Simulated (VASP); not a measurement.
Set up this calculation in VASP 6.6.1, as the native input.

```yaml
Task: single point
Functional: PBE
Potentials_or_basis: VASP PAW PBE potentials, release 64 (Mg, C)
Cutoff: 520 eV
k_mesh: 6 × 6 × 4
Occupations: gaussian, width 0.1 eV
Spin: no spin polarisation
Dipole_correction: no
Further_INCAR_settings: ALGO = Normal; EDIFF = 1e-07; NBANDS = 16
```

The structure of Mg2C3 lies in POSCAR:

```
Mg2C3
1.0
    2.7608039338      0.0000000000      0.0000000000
   -1.3804019669      2.3909263415      0.0000000000
    0.0000000000      0.0000000000      7.1953707673
Mg C
2 3
Direct
    0.3333333333      0.6666666667      0.2074932935
    0.6666666667      0.3333333333      0.7925067065
    0.0000000000      0.0000000000      0.0000000000
    0.3333333333      0.6666666667      0.5316611342
    0.6666666667      0.3333333333      0.4683388658
```

The input as run:

INCAR

```
PREC = Accurate ; ENCUT = 520
EDIFF = 1E-7 ; ISMEAR = 0
SIGMA = 0.1 ; LREAL = False
LASPH = True ; NELM = 60
ALGO = Normal ; ISIF = 2
LWAVE = False ; LCHARG = False
GGA = PE ; NBANDS = 16
```

KPOINTS

```
Automatic mesh
0
Gamma
  6 6 4
```

Potentials or basis: VASP PAW PBE potentials, release 64 (Mg, C).

Launch:

```sh
$ cat potpaw_PBE.64/Mg/POTCAR potpaw_PBE.64/C/POTCAR > POTCAR
$ mpirun -np 1 vasp_std > vasp.out
```

Results of the run:

```yaml
Pressure: -0.1 GPa
Band_gap_on_the_k_mesh: zero (bands 8 and 9 overlap by 4.86 eV)
```

Caveat: the k points lie up to 0.44 Å⁻¹ apart, too coarse for converged energies and pressures of a metal.

It took 43 s on 1 thread of Intel Xeon 8259CL, on a shared host, peak memory 0.18 GiB.
